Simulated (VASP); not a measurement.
Write the native input for VASP 6.6.1 that does the following.

| Item | Value |
| --- | --- |
| Task | single point |
| Functional | PBE |
| Dispersion | D3(BJ) |
| Potentials or basis | VASP PAW PBE potentials, release 64 (Li_sv, Y_sv) |
| Cutoff | 750 eV |
| k mesh | 7 × 7 × 7 |
| Occupations | fermi-dirac, width 0.1 eV |
| Spin | no spin polarisation |
| Dipole correction | no |
| Further INCAR settings | ALGO = Normal; EDIFF = 1e-06; NBANDS = 26 |

The structure of LiY3 lies in POSCAR:

```
LiY3
1.0
   -2.3671900000      2.3671900000      5.3266430000
    2.3671900000     -2.3671900000      5.3266430000
    2.3671900000      2.3671900000     -5.3266430000
Li Y
1 3
Direct
    0.0000000000      0.0000000000      0.0000000000
    0.7500000000      0.2500000000      0.5000000000
    0.2500000000      0.7500000000      0.5000000000
    0.5000000000      0.5000000000      0.0000000000
```

One way to write it, as run:

INCAR

```
SYSTEM = LiY3
PREC = Accurate
ENCUT = 750
EDIFF = 1E-6
ISMEAR = -1
SIGMA = 0.1
LREAL = .False.
LASPH = .True.
NELM = 120
ALGO = Normal
ISIF = 2
LWAVE = .False.
LCHARG = .True.
GGA = PE
IVDW = 12
LELF = .True.
LVHAR = .True.
NBANDS = 26
GGA_COMPAT = .False.
```

KPOINTS

```
regular mesh
0
Gamma
  7 7 7
  0 0 0
```

Potentials or basis: VASP PAW PBE potentials, release 64 (Li_sv, Y_sv).

The run is started by

```bash
$ cat potpaw_PBE.64/Li_sv/POTCAR potpaw_PBE.64/Y_sv/POTCAR > POTCAR
$ mpirun -np 1 vasp_std > vasp.out
```

Results of the run:

```yaml
Pressure: -1.5 GPa
Band_gap_on_the_k_mesh: zero (bands 18 and 19 overlap by 0.44 eV)
Dispersion_energy_per_atom: -0.292 eV
```

Caveat: three body term missing.

Wall time 5.2 min on 1 thread of Intel(R) Xeon(R) Platinum 8375C CPU @ 2.90GHz (Ice Lake), on a shared host, peak memory 0.54 GiB.
